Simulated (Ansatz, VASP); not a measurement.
## SiB3W: VASP beside Ansatz

Contents of INCAR:

```
  PREC = Accurate
  ENCUT = 500
  EDIFF = 1E-6
  ISMEAR = 0
  SIGMA = 0.1
  LREAL = False
  LASPH = True
  NELM = 120
  ALGO = Normal
  ISIF = 2
  LWAVE = False
  LCHARG = False
  GGA = PE
  NBANDS = 22
  GGA_COMPAT = False
```

File KPOINTS:

```
regular mesh
0
Gamma
  10 10 10
```

POSCAR

```
SiB3W
1.0
    3.8310887729      0.0000000000      0.0000000000
    0.0000000000      3.8310887729      0.0000000000
    0.0000000000      0.0000000000      3.8310887729
Si B W
1 3 1
Direct
    0.5000000000      0.5000000000      0.5000000000
    0.0000000000      0.5000000000      0.5000000000
    0.5000000000      0.0000000000      0.5000000000
    0.5000000000      0.5000000000      0.0000000000
    0.0000000000      0.0000000000      0.0000000000
```

Input for Ansatz:

```yaml
crystal:
  lattice:
    - [3.8310887729, 0.0, 0.0]
    - [0.0, 3.8310887729, 0.0]
    - [0.0, 0.0, 3.8310887729]
  atoms:
    - { symbol: Si, position: [0.5, 0.5, 0.5] }
    - { symbol: B, position: [0.0, 0.5, 0.5] }
    - { symbol: B, position: [0.5, 0.0, 0.5] }
    - { symbol: B, position: [0.5, 0.5, 0.0] }
    - { symbol: W, position: [0.0, 0.0, 0.0] }
basis:
  ecutwfc: 420
kpoints:
  mp_grid: { grid: [10, 10, 10] }
hamiltonian:
  xc: pbe
scf:
  occupations: { method: gaussian, width: 0.1 }
output:
  forces: true
  eigenvalues: true
  stress: true
accuracy: medium
```

Alike in both runs: task single point; functional PBE; k mesh 10 × 10 × 10; occupations gaussian, width 0.1 eV; no spin polarisation.

|  | VASP | Ansatz |
| --- | --- | --- |
| version | VASP 6.6.1 | Ansatz 0.2.0 |
| potentials or method | VASP PAW PBE potentials, release 64 (Si, B, W_sv), cutoff 500 eV | scalar-relativistic, plane waves, PAW |
| valence electrons in the cell | 27 | 27 |

```csv
,VASP,Ansatz,Ansatz less VASP
gap on the k mesh at the Fermi level (eV),none,none,-
pressure (GPa),0.0,0.0,+0.05
```

A gap of «none» marks a metal or a gap that the smearing closes. The functional is the same, so the differences come from potentials, cutoffs and numerics.

Spin-orbit coupling is off throughout.
